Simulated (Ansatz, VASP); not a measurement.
# One calculation of K, two programs

```
CELL_PARAMETERS angstrom
2.43796 -4.04761 0.00000
2.43796 4.04761 0.00000
0.00000 0.00000 7.81180
ATOMIC_POSITIONS crystal
K 0.82061 0.17939 0.25000
K 0.17939 0.82061 0.75000
```

Alike in both runs: task single point; functional PBE; k mesh 10 × 10 × 6; occupations gaussian, width 0.05 eV; no spin polarisation.

```csv
,VASP,Ansatz
version,VASP 6.6.1,Ansatz 0.2.0
potentials or method,"VASP PAW PBE potentials, release 64 (K_sv), cutoff 520 eV","scalar-relativistic, plane waves, PAW"
valence electrons in the cell,18,18
```

```csv
,VASP,Ansatz,Ansatz less VASP
pressure (GPa),-0.1,-0.1,+0.01
```
